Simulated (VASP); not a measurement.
# Sr (Fm-3m) in VASP: notebook, part 2 of 2

VASP 6.6.1. Earlier steps stand in the parts before.

### Step 3. Relaxation of cell and atoms, PBEsol

This run uses another cell than the first one, of 56.32 Å³/atom.

File INCAR:

```
PREC = Accurate
ENCUT = 600
EDIFF = 1E-6
ISMEAR = -1
SIGMA = 0.1
LREAL = F
LASPH = T
NELM = 60
ALGO = Normal
ISIF = 3
LWAVE = F
LCHARG = F
GGA = PS
IBRION = 2
NSW = 80
EDIFFG = -0.01
```

File KPOINTS:

```
Automatic mesh
0
Gamma
  9 9 9
```

File POSCAR:

```
Sr
1.0
    0.0000000000      3.0423500000      3.0423500000
    3.0423500000      0.0000000000      3.0423500000
    3.0423500000      3.0423500000      0.0000000000
Sr
1
Direct
    0.0000000000      0.0000000000      0.0000000000
```

Potentials or basis: VASP PAW PBE potentials, release 64 (Sr_sv).

The run is started by

```console
$ cat potpaw_PBE.64/Sr_sv/POTCAR > POTCAR
$ mpirun -np 1 vasp_std > vasp.out
```

OUTCAR:

```text
PREC = Accurate
   ENCUT = 600
   EDIFF = 1E-6
   ISMEAR = -1
   LREAL = F
   LASPH = T
   NELM = 60
   ISIF = 3
   GGA = PS
   IBRION = 2
   NSW = 80
   EDIFFG = -0.01

 ion  position               nearest neighbor table
   1  0.000  0.000  0.000-

  LATTYP: Found a face centered cubic cell.
 ALAT       =     6.0847000000

  Lattice vectors:

 A1 = (   0.0000000000,   3.0423500000,   3.0423500000)
 A2 = (   3.0423500000,   0.0000000000,   3.0423500000)
 A3 = (   3.0423500000,   3.0423500000,   0.0000000000)

Analysis of symmetry for initial positions (statically):
=====================================================================
 Subroutine PRICEL returns:
 Original cell was already a primitive cell.

 Routine SETGRP: Setting up the symmetry group for a
 face centered cubic supercell.

 Subroutine GETGRP returns: Found 48 space group operations
 (whereof 48 operations were pure point group operations)
 out of a pool of 48 trial point group operations.

The static configuration has the point symmetry O_h .

Analysis of symmetry for dynamics (positions and initial velocities):
=====================================================================
 Subroutine PRICEL returns:
 Original cell was already a primitive cell.

 Routine SETGRP: Setting up the symmetry group for a
 face centered cubic supercell.

[... 218 lines left out ...]
--------------------------------------- Ionic step        3  -------------------------------------------

 number of electron      10.0000000 magnetization

 Free energy of the ion-electron system (eV)
  ---------------------------------------------------
  ext. energy  EPLUGINS =         0.00000000
  ---------------------------------------------------
  free energy    TOTEN  =        -1.85843946 eV

  energy without entropy =       -1.81475428  energy(sigma->0) =       -1.83659687

 E-fermi :   1.6671     XC(G=0):  -7.5972

 val. band max:        1.6081065432   @ k =  -0.3333   0.4444   0.2222
 cond. band min:       1.7355515540   @ k =  -0.4444   0.2222   0.0000
 fundamental gap:      0.1274450108
 Fermi energy:         1.6671256555

 k-point     1 :       0.0000    0.0000    0.0000
  band No.  band energies     occupation
      1     -34.7543      2.00000
      2     -16.6457      2.00000
      3     -16.6457      2.00000
      4     -16.6457      2.00000
      5      -2.0630      2.00000
      6       4.0662      0.00000
      7       4.0662      0.00000
      8       4.0662      0.00000
      9       5.6291      0.00000
[... 265 lines left out ...]
 k-point    24 :       0.4444    0.4444    0.0000
  band No.  band energies     occupation
      1     -34.7309      2.00000
      2     -16.8648      2.00000
      3     -16.7300      2.00000
      4     -16.7300      2.00000
      5       0.8627      1.99936
      6       2.0086      0.06366
      7       2.8596      0.00001
      8       6.4805      0.00000
      9       6.4805      0.00000

 [... further k-points ...]

------------------------ aborting loop because EDIFF is reached ----------------------------------------

  FORCE on cell =-STRESS in cart. coord.  units (eV):
  Direction    XX          YY          ZZ          XY          YZ          ZX
  --------------------------------------------------------------------------------------
  -------------------------------------------------------------------------------------
  Total        0.0066722      0.0066722      0.0066722     -0.0000000      0.0000000      0.0000000
  in kB        0.2049494      0.2049494      0.2049494     -0.0000000      0.0000000      0.0000000
  external PRESSURE =       0.2049494 kB  Pullay stress =       0.0000000 kB
[... 16 lines left out ...]
  FREE ENERGIE OF THE ION-ELECTRON SYSTEM (eV)
  ---------------------------------------------------
  free  energy   TOTEN  =        -1.8584394599 eV

  energy  without entropy=       -1.8147542820  energy(sigma->0) =       -1.83659687

 reached required accuracy - stopping structural energy minimisation
```

OSZICAR:

```text
N       E                     dE             d eps       ncg     rms          rms(c)
DAV:   1     0.429529679031E+02    0.42953E+02   -0.50839E+03   630   0.105E+03
[... 23 lines left out ...]
DAV:   2    -0.187321605145E+01    0.69101E-01   -0.14693E-01   677   0.370E+00    0.832E-01
DAV:   3    -0.185386093100E+01    0.19355E-01   -0.13018E-01   928   0.227E+00    0.799E-01
DAV:   4    -0.185647423264E+01   -0.26133E-02   -0.31001E-03   725   0.518E-01    0.358E-01
DAV:   5    -0.185835277697E+01   -0.18785E-02   -0.49971E-03   900   0.465E-01    0.721E-02
DAV:   6    -0.185844068997E+01   -0.87913E-04   -0.22097E-04  1099   0.122E-01    0.201E-02
DAV:   7    -0.185843955225E+01    0.11377E-05   -0.98215E-06   936   0.300E-02    0.597E-03
DAV:   8    -0.185843945988E+01    0.92378E-07   -0.90999E-07   460   0.818E-03
   3 F= -.18584395E+01 E0= -.18365969E+01  d E =-.108828E-01
```

CONTCAR:

```text
Sr
   1.00000000000000
    -0.0000000000000000    2.9655151206280665    2.9655151206280665
     2.9655151206280665    0.0000000000000000    2.9655151206280665
     2.9655151206280665    2.9655151206280665   -0.0000000000000000
  Sr
     1
Direct
     0.0000000000000000    0.0000000000000000    0.0000000000000000

  0.00000000E+00  0.00000000E+00  0.00000000E+00
```

It took 35 s on 1 thread of Intel Xeon 6975P-C (Granite Rapids), shared host; peak memory 0.21 GiB.

What came out:

| Property | Result |
| --- | --- |
| Free energy | -1.8584 eV |
| Relaxed volume | 52.16 Å³/atom |
| Relaxed cell | a = 4.194 Å, b = 4.194 Å, c = 4.194 Å, α = 60.00°, β = 60.00°, γ = 60.00° |
| Space group after relaxing (to 0.1 Å) | Fm-3m (No. 225) |
| Energy gained by relaxing | 10.9 meV/atom |
| Ionic steps | 3 |
| Pressure after relaxing | 0.0 GPa |

The path:
```csv
step,energy change (eV),largest force (eV/Å),pressure (GPa),volume (Å³)
1,0.0000,0.0000,-0.82,56.32
2,-0.0088,0.0000,-0.38,53.99
3,-0.0109,0.0000,0.02,52.16
```

Final structure:
```
CELL_PARAMETERS angstrom
0.00000 2.96552 2.96552
2.96552 0.00000 2.96552
2.96552 2.96552 0.00000
ATOMIC_POSITIONS crystal
Sr 0.00000 0.00000 0.00000
```

Levels at points of the mesh, in eV from the Fermi level:
```tsv
k point	band 3	band 4	band 5	band 6	band 7	band 8
(0.00, 0.00, 0.00)	-18.31	-18.31	-3.73	2.40	2.40	2.40
```

Caveat: the PAW data sets were made with another functional, which shifts forces and pressure a little.

### Step 4. Single point, PBEsol (50.14 Å³/atom)

This run uses another cell than the first one, of 50.14 Å³/atom.

File INCAR:

```
PREC = Accurate
ENCUT = 520
EDIFF = 1E-6
ISMEAR = -1
SIGMA = 0.1
LREAL = False
LASPH = True
NELM = 100
ALGO = Normal
ISIF = 2
LWAVE = False
LCHARG = False
GGA = PS
NBANDS = 11
```

File KPOINTS:

```
regular mesh
0
Gamma
  15 15 15
```

File POSCAR:

```
Sr
1.0
    0.0000000000      2.9267525116      2.9267525116
    2.9267525116      0.0000000000      2.9267525116
    2.9267525116      2.9267525116      0.0000000000
Sr
1
Direct
    0.0000000000      0.0000000000      0.0000000000
```

The run is started by

```console
$ cat potpaw_PBE.64/Sr_sv/POTCAR > POTCAR
$ mpirun -np 1 vasp_std > vasp.out
```

Run time: 24 s. Hardware: 1 thread of Intel Xeon 6975P-C (Granite Rapids), shared host; peak memory 0.22 GiB.

It converged, with:

* Free energy: -1.8565 eV
* Pressure: 0.5 GPa

Levels at points of the mesh, in eV from the Fermi level:
| k point | band 3 | band 4 | band 5 | band 6 | band 7 | band 8 |
| --- | --- | --- | --- | --- | --- | --- |
| (0.00, 0.00, 0.00) | -18.23 | -18.23 | -3.79 | 2.44 | 2.44 | 2.44 |

Caveat: the PAW data sets were made with another functional, which shifts forces and pressure a little.

### Step 5. Overview

```csv
task,cell,k mesh,cutoff (eV),pressure (GPa)
single point,"a = 4.081 Å, angles 60.0°, 1 atom",15 × 15 × 15,520,1.2
relaxation of cell and atoms,"relaxed from a = 4.303 Å, angles 60.0°, 1 atom",9 × 9 × 9,600,0.0
single point,"a = 4.139 Å, angles 60.0°, 1 atom",15 × 15 × 15,520,0.5
```

Alike in all rows: level PBEsol; potentials or basis VASP PAW PBE potentials, release 64 (Sr_sv); no spin polarisation; smearing fermi-dirac 0.1 eV.

Caveats: the PAW data sets were made with another functional, which shifts forces and pressure a little.

Absolute energies hang on the potentials; compare differences alone.
